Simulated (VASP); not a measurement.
# Al (P1) in VASP: further runs

Runs on Al. Level: PBE+D3(BJ). Tasks: single point.

Everything below comes from runs of VASP 6.6.1. Logs are shortened: lines on timing, memory, paths and dates and some standing lists are left out, and cuts for length are marked.

## Step 1: The cell of the first run

The typed cell holds 8 atoms: a = 2.814 Å, b = 2.814 Å, c = 18.670 Å, α = 82.78°, β = 83.15°, γ = 60.00°.

## Step 2: Single point, PBE+D3(BJ) (the part above a cut slid along it)

File INCAR:

```
SYSTEM = Al
  PREC = Accurate
  ENCUT = 520
  EDIFF = 1E-7
  ISMEAR = 0
  SIGMA = 0.15
  LREAL = .False.
  LASPH = .True.
  NELM = 80
  ALGO = Fast
  ISIF = 2
  LWAVE = .False.
  LCHARG = .True.
  GGA = PE
  IVDW = 12
  LELF = .True.
  LVHAR = .True.
  NBANDS = 22
```

File KPOINTS:

```
Automatic mesh
0
Gamma
  16 16 2
  0 0 0
```

File POSCAR:

```
Al
1.0
   -2.8144222649      0.0000000000      0.0000000000
   -1.4072111325     -2.4373611784      0.0000000000
   -2.2280842931     -1.4217940207     18.4820941423
Al
8
Direct
    0.9687500000      0.9635416667      0.0625000000
    0.7187500000      0.6718750000      0.5625000000
   -0.0104166667     -0.0677083333      0.6875000000
    0.2395833333      0.2239583333      0.1875000000
   -0.4062500000     -0.4739583333      0.8125000000
   -0.1562500000     -0.1822916667      0.3125000000
    0.1979166667      0.1197916667      0.9375000000
    0.4479166667      0.4114583333      0.4375000000
```

Potentials or basis: VASP PAW PBE potentials, release 64 (Al).

On the command line:

```console
cat potpaw_PBE.64/Al/POTCAR > POTCAR
mpirun -np 1 vasp_std > vasp.out
```

OUTCAR:

```text
SYSTEM = Al
   PREC = Accurate
   ENCUT = 520
   EDIFF = 1E-7
   ISMEAR = 0
   LREAL = .False.
   LASPH = .True.
   NELM = 80
   ISIF = 2
   GGA = PE
   IVDW = 12
 IVDW          = 12

 ion  position               nearest neighbor table
   1  0.969  0.964  0.062-   7 2.39   4 2.82   4 2.82   4 2.82   7 3.22   7 3.32
   2  0.719  0.672  0.562-   8 2.82   3 2.82   8 2.82   3 2.82   8 2.82   3 2.82
   3  0.990  0.932  0.688-   5 2.82   2 2.82   5 2.82   2 2.82   2 2.82   5 2.82
   4  0.240  0.224  0.188-   1 2.82   6 2.82   6 2.82   1 2.82   6 2.82   1 2.82
   5  0.594  0.526  0.812-   3 2.82   7 2.82   7 2.82   3 2.82   7 2.82   3 2.82
   6  0.844  0.818  0.312-   4 2.82   8 2.82   8 2.82   4 2.82   8 2.82   4 2.82
   7  0.198  0.120  0.938-   1 2.39   5 2.82   5 2.82   5 2.82   1 3.22   1 3.32
   8  0.448  0.411  0.438-   6 2.82   2 2.82   6 2.82   2 2.82   2 2.82   6 2.82

  LATTYP: Found a triclinic cell.
 ALAT       =     2.8144222649
 B/A-ratio  =     1.0000000000
 C/A-ratio  =     6.6148636707
 COS(alpha) =     0.0062989456
 COS(beta)  =     0.1070820759
 COS(gamma) =     0.5000000000

  Lattice vectors:

 A1 = (  -2.8144222649,   0.0000000000,   0.0000000000)
 A2 = (  -1.4072111324,   2.4373611784,   0.0000000000)
 A3 = (  -1.9935491043,  -1.0155671577, -18.4820941423)

Analysis of symmetry for initial positions (statically):
=====================================================================
 Subroutine PRICEL returns:
 Original cell was already a primitive cell.

 Routine SETGRP: Setting up the symmetry group for a
 triclinic supercell.

 Subroutine GETGRP returns: Found  1 space group operations
 (whereof  1 operations were pure point group operations)
 out of a pool of  2 trial point group operations.

The static configuration has the point symmetry C_1 .

Analysis of symmetry for dynamics (positions and initial velocities):
=====================================================================
 Subroutine PRICEL returns:
 Original cell was already a primitive cell.

 Routine SETGRP: Setting up the symmetry group for a
 triclinic supercell.

 Subroutine GETGRP returns: Found  1 space group operations
 (whereof  1 operations were pure point group operations)
 out of a pool of  2 trial point group operations.

The dynamic configuration has the point symmetry C_1 .

 Subroutine INISYM returns: Found  1 space group operations
 (whereof  1 operations are pure point group operations),
 and found     1 'primitive' translations

----------------------------------------------------------------------------------------

                                     Primitive cell

  volume of cell :     126.7828

  direct lattice vectors                    reciprocal lattice vectors
    -2.814422265  0.000000000  0.000000000    -0.355312709  0.205139888 -0.027053211
    -1.407211133 -2.437361178  0.000000000     0.000000000 -0.410279777 -0.031562080
    -2.228084293 -1.421794021 18.482094142     0.000000000  0.000000000  0.054106423

  length of vectors
     2.814422265  2.814422265 18.670127523     0.411170733  0.411491993  0.054106423

  position of ions in fractional coordinates (direct lattice)
     0.968750000  0.963541667  0.062500000
     0.718750000  0.671875000  0.562500000
     0.989583333  0.932291667  0.687500000
     0.239583333  0.223958333  0.187500000
     0.593750000  0.526041667  0.812500000
     0.843750000  0.817708333  0.312500000
     0.197916667  0.119791667  0.937500000
     0.447916667  0.411458333  0.437500000

  ion indices of the primitive-cell ions
   primitive index   ion index
                 1           1
                 2           2
                 3           3
                 4           4
                 5           5
                 6           6
                 7           7
                 8           8

----------------------------------------------------------------------------------------

 KPOINTS: Automatic mesh

Automatic generation of k-mesh.
 Grid dimensions read from file:
 generate k-points for:   16   16    2

 Generating k-lattice:

  Cartesian coordinates                     Fractional coordinates (reciprocal lattice)
    -0.022207044  0.012821243 -0.001690826     0.062500000  0.000000000  0.000000000
     0.000000000 -0.025642486 -0.001972630     0.000000000  0.062500000  0.000000000
     0.000000000  0.000000000  0.027053211     0.000000000  0.000000000  0.500000000

  Length of vectors
     0.025698171  0.025718250  0.027053211

  Shift w.r.t. Gamma in fractional coordinates (k-lattice)
     0.000000000  0.000000000  0.000000000

 Subroutine IBZKPT returns following result:
 ===========================================

 Found    260 irreducible k-points:

 Following reciprocal coordinates:
            Coordinates               Weight
  0.000000  0.000000  0.000000      1.000000
  0.062500  0.000000 -0.000000      2.000000
  0.125000  0.000000 -0.000000      2.000000
  0.187500  0.000000 -0.000000      2.000000
  0.250000  0.000000 -0.000000      2.000000
  0.312500  0.000000 -0.000000      2.000000
[... 16 lines left out ...]
 -0.187500  0.062500  0.000000      2.000000
 -0.125000  0.062500  0.000000      2.000000
 [... further k-points ...]
   k-points           NKPTS =    260   k-points in BZ     NKDIM =    260   number of bands    NBANDS=     22
   number of dos      NEDOS =    301   number of ions     NIONS =      8
   total plane-waves  NPLWV =  80640
   dimension x,y,z NGX =    24 NGY =   24 NGZ =  140
   dimension x,y,z NGXF=    48 NGYF=   48 NGZF=  280
   ions per type =               8
   NGX,Y,Z   is equivalent  to a cutoff of  14.18, 14.18, 12.47 a.u.
   NGXF,Y,Z  is equivalent  to a cutoff of  28.35, 28.35, 24.93 a.u.
 SYSTEM =  Al
   PREC   = accura    normal or accurate (medium, high low for compatibility)
   ISTART =      0    job   : 0-new  1-cont  2-samecut
   ICHARG =      2    charge: 1-file 2-atom 10-const
   ISPIN  =      1    spin polarized calculation?
   LNONCOLLINEAR =      F non collinear calculations
   LSORBIT =      F    spin-orbit coupling
   LASPH  =      T    aspherical Exc in radial PAW
   ENCUT  =  520.0 eV  38.22 Ry    6.18 a.u.   5.23  5.23 34.71*2*pi/ulx,y,z
   NELM   =     80;   NELMIN=  2; NELMDL= -5     # of ELM steps
   EDIFF  = 0.1E-06   stopping-criterion for ELM
   LREAL  =      F    real-space projection
   EDIFFG = 0.1E-05   stopping-criterion for IOM
   NSW    =      0    number of steps for IOM
   IBRION =     -1    ionic relax: 0-MD 1-quasi-New 2-CG
   NFREE  =      0    steps in history (QN), initial steepest desc. (CG)
   ISIF   =      2    stress and relaxation
   ISYM   =      2    0-nonsym 1-usesym 2-fastsym
   POTIM  = 0.5000    time-step for ionic-motion
   TEBEG  =    0.0;   TEEND  =   0.0 temperature during run
   PSTRESS=    0.0 pullay stress
   NELECT =      24.0000    total number of electrons
   NUPDOWN=      -1.0000    fix difference up-down
   EMIN   =  10.00;   EMAX   =-10.00  energy-range for DOS
   EFERMI =   0.00;   METHOD = LEGACY
   ISMEAR =     0;   SIGMA  =   0.15  broadening in eV -4-tet -1-fermi 0-gaus
   EFERMI_NEDOS =   21; number of points for ismear=-14 and -15
   IALGO  =     68    algorithm
   IMIX   =      4    mixing-type and parameters
     AMIX     =   0.40;   BMIX     =  1.00
     AMIX_MAG =   1.60;   BMIX_MAG =  1.00
  volume/ion in A,a.u.               =      15.85       106.95
  Fermi-wavevector in a.u.,A,eV,Ry     =   0.939994  1.776331 12.021957  0.883589
  Thomas-Fermi vector in A             =   2.067362
   LORBIT       =      0    0 simple, 1 ext, 2 COOP (PROOUT), +10 PAW based schemes
   GGA     = PE    functional components
   LHFCALC =     F    Hartree Fock is set to
   AEXX    =    0.0000 exact exchange contribution
   IVDW    =    12    specifies the selected vdW correction
   LEPSILON=     F    determine dielectric tensor
   LRPA    =     F    only Hartree local field effects (RPA)
 non-spin polarized calculation
 RMM-DIIS sequential band-by-band and
 Gauss-broadening in eV      SIGMA  =   0.15
  energy-cutoff  :      520.00
  volume of cell :      126.78
 maximum number of plane-waves:      3442
 NGX is ok and might be reduce to    24
   NGX = 11   NGY = 11   NGZ = 69

 number of electron      24.0000000 magnetization

 Free energy of the ion-electron system (eV)
  ---------------------------------------------------
  ext. energy  EPLUGINS =         0.00000000
  ---------------------------------------------------
  free energy    TOTEN  =       -29.47134202 eV

  energy without entropy =      -29.43580793  energy(sigma->0) =      -29.45357497

 E-fermi :   8.3838     XC(G=0): -10.3402

 val. band max:        8.3778778585   @ k =   0.1250   0.3750   0.5000
 cond. band min:       8.3906256320   @ k =   0.4375   0.1250   0.0000
 fundamental gap:      0.0127477735
 Fermi energy:         8.3838304828

 k-point     1 :       0.0000    0.0000    0.0000
  band No.  band energies     occupation
      1      -2.9945      2.00000
      2      -2.5744      2.00000
      3      -2.5453      2.00000
      4      -1.2790      2.00000
      5      -1.2619      2.00000
      6       0.8507      2.00000
[... 14 lines left out ...]
     21      19.7537      0.00000
     22      19.7711      0.00000

 k-point     2 :       0.0625    0.0000   -0.0000
  band No.  band energies     occupation
      1      -2.8968      2.00000
      2      -2.4931      2.00000
      3      -2.4319      2.00000
      4      -1.2280      2.00000
      5      -1.1200      2.00000
      6       0.8677      2.00000
[... 14 lines left out ...]
     21      18.5802      0.00000
     22      18.8785      0.00000
[... 523 lines left out ...]
     21      14.6430      0.00000
     22      15.2796      0.00000

 k-point    24 :      -0.1250    0.0625    0.0000
  band No.  band energies     occupation
      1      -2.3148      2.00000
      2      -1.9089      2.00000
      3      -1.8559      2.00000
      4      -0.6442      2.00000
      5      -0.5545      2.00000
      6       1.4465      2.00000
[... 14 lines left out ...]
     21      15.9872      0.00000
     22      16.3607      0.00000

 [... further k-points ...]

------------------------ aborting loop because EDIFF is reached ----------------------------------------

 Edisp (eV)   -2.80611

 E8    (eV) :    -1.2556

  FORCE on cell =-STRESS in cart. coord.  units (eV):
  Direction    XX          YY          ZZ          XY          YZ          ZX
  --------------------------------------------------------------------------------------
  -------------------------------------------------------------------------------------
  Total      -0.03646    -0.02775     3.78690    -0.09738     0.32628     1.07236
  in kB      -0.46077    -0.35062    47.85573    -1.23066     4.12325    13.55160
  external pressure =       15.68 kB  Pullay stress =        0.00 kB

 VOLUME and BASIS-vectors are now :
 -----------------------------------------------------------------------------
  energy-cutoff  :      520.00
  volume of cell :      126.78
      direct lattice vectors                 reciprocal lattice vectors
    -2.814422265  0.000000000  0.000000000    -0.355312709  0.205139888 -0.027053211
    -1.407211133 -2.437361178  0.000000000     0.000000000 -0.410279777 -0.031562080
    -2.228084293 -1.421794021 18.482094142     0.000000000  0.000000000  0.054106423

 POSITION                                       TOTAL-FORCE (eV/Angst)
 -----------------------------------------------------------------------------------
     -4.22163     -2.43736      1.15513         0.554616      0.204113      1.389641
     -4.22163     -2.43736     10.39618         0.003082      0.000645     -0.022807
     -5.62884     -3.24981     12.70644         0.013589      0.005750      0.000579
     -1.40721     -0.81245      3.46539        -0.019605     -0.017361      0.005703
     -4.22163     -2.43736     15.01670        -0.003885     -0.010601      0.069573
     -4.22163     -2.43736      5.77565         0.011399      0.004230     -0.001390
     -2.81442     -1.62491     17.32696        -0.554321     -0.184980     -1.448836
     -2.81442     -1.62491      8.08592        -0.004876     -0.001796      0.007536
 -----------------------------------------------------------------------------------
    total drift:                               -0.000006     -0.000002     -0.000004

  FREE ENERGIE OF THE ION-ELECTRON SYSTEM (eV)
  ---------------------------------------------------
  free  energy   TOTEN  =       -32.2774552878 eV

  energy  without entropy=      -32.2419212005  energy(sigma->0) =      -32.25968824
```

It took 9.9 min on 1 thread of AMD EPYC 9R45 (Zen 5), shared host; peak memory 0.59 GiB.

What came out:

```
Free energy                : -32.2775 eV
Pressure                   : 1.6 GPa
Largest force              : 1.562 eV/Å
Band gap on the k mesh     : zero (bands 12 and 13 overlap by 5.68 eV)
Dispersion energy per atom : -0.351 eV
```

Forces in eV/Å, atoms in the order of the input:
```
Al   0.555  0.204  1.390
Al   0.003  0.001 -0.023
Al   0.014  0.006  0.001
Al  -0.020 -0.017  0.006
Al  -0.004 -0.011  0.070
Al   0.011  0.004 -0.001
Al  -0.554 -0.185 -1.449
Al  -0.005 -0.002  0.008
```

Levels at points of the mesh, in eV from the Fermi level:
```csv
k point,band 8,band 9,band 10,band 11,band 12,band 13,band 14,band 15,band 16,band 17
"(0.00, 0.00, 0.00)",-4.76,-4.46,-0.95,-0.91,3.38,3.47,8.17,8.41,11.15,11.17
"(0.50, 0.00, 0.00)",-3.82,-3.53,-2.88,-2.28,-2.00,-1.10,-0.62,0.37,0.60,2.08
"(0.00, 0.50, 0.00)",-3.93,-3.41,-2.84,-2.34,-2.13,-0.96,-0.54,0.26,0.49,2.22
"(0.50, 0.50, 0.00)",-4.32,-2.82,-2.70,-2.60,-2.55,-0.37,-0.26,-0.12,-0.01,2.80
"(0.00, 0.00, 0.50)",-6.17,-2.87,-2.84,1.13,1.20,5.75,5.89,10.44,10.91,11.11
"(0.50, 0.00, 0.50)",-3.96,-3.36,-2.96,-2.40,-1.80,-1.18,-0.63,0.27,0.79,1.92
"(0.00, 0.50, 0.50)",-3.85,-3.48,-3.01,-2.34,-1.69,-1.33,-0.71,0.37,0.92,1.78
"(0.50, 0.50, 0.50)",-3.89,-3.40,-3.22,-1.97,-1.80,-1.27,-1.06,0.77,1.29,1.38
```

Caveat: the cell differs from its parent crystal (the part above a cut slid along it); forces of over 1 eV/Å act on the atoms, so gaps and moduli don't describe the material at rest.

## Step 3: Single point, PBE+D3(BJ) (the part above a cut slid along it)

File INCAR:

```
SYSTEM = Al
  PREC = Accurate
  ENCUT = 520
  EDIFF = 1E-6
  ISMEAR = 0
  SIGMA = 0.15
  LREAL = .FALSE.
  LASPH = .TRUE.
  NELM = 80
  ALGO = Fast
  ISIF = 2
  LWAVE = .FALSE.
  LCHARG = .TRUE.
  GGA = PE
  IVDW = 12
  LELF = .TRUE.
  LVHAR = .TRUE.
  NBANDS = 22
```

File KPOINTS:

```
Automatic mesh
0
G
  16 16 2
  0 0 0
```

File POSCAR:

```
Al
1.0
   -2.8144222649      0.0000000000      0.0000000000
   -1.4072111325     -2.4373611784      0.0000000000
   -0.8208731606     -1.0155671577     18.4820941423
Al
8
Direct
    0.9947916667      0.9739583333      0.0625000000
    0.9531250000      0.7656250000      0.5625000000
    0.2760416667      0.0468750000      0.6875000000
    0.3177083333      0.2552083333      0.1875000000
   -0.0677083333     -0.3385416667      0.8125000000
   -0.0260416667     -0.1302083333      0.3125000000
    0.5885416667      0.2760416667      0.9375000000
    0.6302083333      0.4843750000      0.4375000000
```

Potentials or basis: VASP PAW PBE potentials, release 64 (Al).

On the command line:

```console
cat potpaw_PBE.64/Al/POTCAR > POTCAR
mpirun -np 1 vasp_std > vasp.out
```

Wall time 8.4 min (1 thread of AMD EPYC 9R45 (Zen 5), shared host); peak memory 0.59 GiB.

Results (log left out):

```yaml
Free_energy: -32.4935 eV
Pressure: 0.7 GPa
Largest_force: 0.723 eV/Å
Band_gap_on_the_k_mesh: zero (bands 12 and 13 overlap by 5.56 eV)
Dispersion_energy_per_atom: -0.351 eV
```

Forces on the atoms (eV/Å):
```
Al  -0.394  0.263  0.495
Al   0.001  0.000 -0.010
Al  -0.010  0.006 -0.012
Al   0.034 -0.009  0.031
Al   0.021 -0.002  0.065
Al  -0.009  0.007  0.001
Al   0.356 -0.263 -0.572
Al   0.001 -0.001  0.002
```

Stress tensor (GPa, compression positive):
```
-0.09 -0.04 -1.05
-0.04 -0.02  0.89
-1.05  0.89  2.20
```

Levels at points of the mesh, in eV from the Fermi level:
```csv
k point,band 10,band 11,band 12,band 13,band 14,band 15
"(0.00, 0.00, 0.00)",-0.95,-0.94,3.41,3.45,8.28,8.39
"(0.50, 0.00, 0.00)",-3.21,-1.98,-1.76,-1.32,-1.10,0.79
"(0.00, 0.50, 0.00)",-2.95,-2.24,-1.88,-1.25,-0.72,0.47
"(0.50, 0.50, 0.00)",-2.98,-2.41,-1.82,-1.20,-0.66,0.27
"(0.00, 0.00, 0.50)",-2.87,1.15,1.17,5.80,5.86,10.59
"(0.50, 0.00, 0.50)",-2.75,-2.63,-2.51,-0.37,-0.32,-0.12
"(0.00, 0.50, 0.50)",-2.94,-2.47,-1.94,-1.05,-0.58,0.18
"(0.50, 0.50, 0.50)",-2.90,-2.30,-2.02,-1.11,-0.64,0.36
```

Caveat: the cell differs from its parent crystal (the part above a cut slid along it).
